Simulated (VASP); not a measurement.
A run of VASP 6.6.1 is set up as follows.

File INCAR:

```
ALGO     = Normal         # electronic algorithm
EDIFF    = 1E-8           # SCF threshold, eV
ENCUT    = 520            # plane-wave cutoff, eV
GGA      = CA             # functional
GGA_COMPAT= F            
ISIF     = 2              # what is computed and relaxed
ISMEAR   = -1             # smearing method
LASPH    = T              # aspherical terms in the spheres
LCHARG   = F              # write CHGCAR
LEFG     = T            
LREAL    = F              # projectors in reciprocal space
LWAVE    = F              # write WAVECAR
NBANDS   = 11             # bands
NELM     = 120            # most SCF steps
PREC     = Accurate       # precision mode
SIGMA    = 0.05           # smearing width, eV
```

The input KPOINTS:

```
k-points
0
Gamma
  11 11 11
```

The input POSCAR:

```
Mg2Si
1.0
    0.0000000000      3.1950000000      3.1950000000
    3.1950000000      0.0000000000      3.1950000000
    3.1950000000      3.1950000000      0.0000000000
Mg Si
2 1
Direct
    0.2500000000      0.2500000000      0.2500000000
    0.7500000000      0.7500000000      0.7500000000
    0.0000000000      0.0000000000      0.0000000000
```

Potentials or basis: VASP PAW LDA potentials, release 64 (Mg, Si).

Command:

```console
$ cat potpaw_LDA.64/Mg/POTCAR potpaw_LDA.64/Si/POTCAR > POTCAR
$ mpirun -np 1 vasp_std > vasp.out
```

Problem. Predict the pressure.

Solution. -3.5 GPa.

Problem. Predict the band gap on the k mesh.

Solution. 0.24 eV (least direct gap 1.64 eV).

Caveat: the cell stands under tension; an odd mesh through Γ misses points on the zone boundary, where band edges can lie.
